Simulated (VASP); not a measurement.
A run of VASP 6.6.1 is set up as follows.

Contents of INCAR:

```
SYSTEM = Li
  ALGO = Normal
  EDIFF = 1E-7
  EDIFFG = -0.03
  ENCUT = 600
  GGA = CA
  IBRION = 2
  ISIF = 8
  ISMEAR = -1
  LASPH = .True.
  LCHARG = .False.
  LREAL = .False.
  LWAVE = .False.
  NELM = 100
  NSW = 60
  PREC = Accurate
  SIGMA = 0.05
```

KPOINTS

```
k-points
0
Gamma
  12 12 12
  0 0 0
```

Contents of POSCAR:

```
Li
1.0
    3.5100000000      0.0000000000      0.0000000000
    0.0000000000      3.5100000000      0.0000000000
    0.0000000000      0.0000000000      3.5100000000
Li
2
Direct
    0.0000000000      0.0000000000      0.0000000000
    0.5000000000      0.5000000000      0.5000000000
```

Potentials or basis: VASP PAW LDA potentials, release 64 (Li_sv).

Command:

```sh
$ cat potpaw_LDA.64/Li_sv/POTCAR > POTCAR
$ mpirun -np 1 vasp_std > vasp.out
```

Task: Estimate the space group after relaxing (to 0.05 Å).

Result: Im-3m (No. 229).

Task: Predict the band gap on the k mesh.

Result: Zero (band 3 reaches 4.35 eV, above the bottom of band 4 at -0.31 eV).

Task: What does it give for the relaxed volume?

Result: 18.69 Å³/atom.

The path:
```tsv
step	energy change (eV)	largest force (eV/Å)	pressure (GPa)	volume (Å³)
1	0.0000	0.0000	-1.67	43.24
2	-0.0132	0.0000	-1.36	41.85
3	-0.0312	0.0000	-0.49	38.83
4	-0.0332	0.0000	0.06	37.38
```

Caveat: the cutoff is under 1.25 times the usual one of these potentials, so pressure, stress and relaxed cells hold a basis-set (Pulay) error.
